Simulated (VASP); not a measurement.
Write the native input for VASP 6.6.1 that does the following.

* Task: single point
* Functional: PBE
* Potentials or basis: VASP PAW PBE potentials, release 64 (Ba_sv, Ti_sv, O)
* Cutoff: 520 eV
* k mesh: 7 × 7 × 7
* Occupations: fermi-dirac, width 0.05 eV
* Spin: no spin polarisation
* Dipole correction: no
* Further INCAR settings: ALGO = Normal; EDIFF = 1e-06; NBANDS = 28

The structure of BaTiO3 lies in POSCAR:

```
BaTiO3
1.0
    2.8463331917      1.6433312344      2.3378526949
   -2.8463331917      1.6433312344      2.3378526949
    0.0000000000     -3.2866624689      2.3378526948
Ba Ti O
1 1 3
Direct
   -0.0039419361     -0.0039419361     -0.0039419361
    0.4828179350      0.4828179350      0.4828179350
    0.5105341503      0.0192557005      0.5105341503
    0.0192557005      0.5105341503      0.5105341503
    0.5105341503      0.5105341503      0.0192557005
```

One way to write it, as run:

INCAR

```
SYSTEM = BaTiO3
ALGO = Normal
EDIFF = 1E-6
ENCUT = 520
GGA = PE
ISIF = 2
ISMEAR = -1
LASPH = .TRUE.
LCHARG = .FALSE.
LREAL = .FALSE.
LWAVE = .FALSE.
NBANDS = 28
NELM = 80
PREC = Accurate
SIGMA = 0.05
```

KPOINTS

```
k-points
0
G
  7 7 7
  0 0 0
```

Potentials or basis: VASP PAW PBE potentials, release 64 (Ba_sv, Ti_sv, O).

The run is started by

```sh
$ cat potpaw_PBE.64/Ba_sv/POTCAR potpaw_PBE.64/Ti_sv/POTCAR potpaw_PBE.64/O/POTCAR > POTCAR
$ mpirun -np 1 vasp_std > vasp.out
```

Results of the run:

```
Pressure               : 3.7 GPa
Largest force          : 0.080 eV/Å
Band gap on the k mesh : 2.52 eV, indirect (least direct gap 2.93 eV)
```

Caveat: spin-orbit coupling is left out, which moves the levels of the heavy elements.

Run time: 2.6 min on 1 thread of AMD EPYC 7R13, on a shared host, peak memory 0.19 GiB.
